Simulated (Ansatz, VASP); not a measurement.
**TaN: VASP beside Ansatz**

Contents of INCAR:

```
PREC = Accurate
ENCUT = 520
EDIFF = 1E-6
ISMEAR = 0
SIGMA = 0.15
LREAL = F
LASPH = T
NELM = 80
ALGO = Normal
ISIF = 2
LWAVE = F
LCHARG = F
GGA = PS
NBANDS = 15
```

The input KPOINTS:

```
Automatic mesh
0
Gamma
  18 18 16
```

The input POSCAR:

```
TaN
1.0
    2.9379988584     -0.0440699829      0.0000000000
   -1.5071651539      2.5664166391      0.0000000000
    0.0000000000      0.0000000000      2.8830000000
Ta N
1 1
Direct
    0.3333333333      0.6666666667      0.5000000000
    0.0000000000      0.0000000000      0.0000000000
```

Input for Ansatz:

```yaml
crystal:
  lattice:
    - [2.9379988584, -0.0440699829, 0.0]
    - [-1.5071651539, 2.5664166391, 0.0]
    - [0.0, 0.0, 2.883]
  atoms:
    - { symbol: Ta, position: [0.3333333333, 0.6666666667, 0.5] }
    - { symbol: "N", position: [0.0, 0.0, 0.0] }
basis:
  ecutwfc: 420
kpoints:
  mp_grid: { grid: [18, 18, 16] }
hamiltonian:
  xc: pbesol
scf:
  occupations: { method: gaussian, width: 0.15 }
output:
  forces: true
  stress: true
  eigenvalues: true
```

Change from the starting cell: strain -0.0300 x Voigt [0, 0, 0, 0, 0, 1], atoms carried along.

Alike in both runs: task single point; functional PBEsol; k mesh 18 × 18 × 16; occupations gaussian, width 0.15 eV; no spin polarisation.

|  | VASP | Ansatz |
| --- | --- | --- |
| version | VASP 6.6.1 | Ansatz 0.2.0 |
| potentials or method | VASP PAW PBE potentials, release 64 (Ta_pv, N), cutoff 520 eV | scalar-relativistic, plane waves, PAW |
| valence electrons in the cell | 16 | 18 |

```csv
,VASP,Ansatz,Ansatz less VASP
gap on the k mesh at the Fermi level (eV),none,none,-
pressure (GPa),-3.8,-4.6,-0.79
"traceless stress, the component that is largest in VASP (GPa)",6.83,6.81,-0.015
rms of the force components (eV/Å),0.030,0.028,-0.0023
```

VASP's potentials were made for PBE, not for PBEsol. Atom by atom the forces differ by 0.002 eV/Å (rms over components). A gap of «none» marks a metal or a gap that the smearing closes. VASP's potentials hold 16 valence electrons a cell and Ansatz's 18, so a difference there can come from the potentials and not from the codes.

Neither program's run includes spin-orbit coupling.
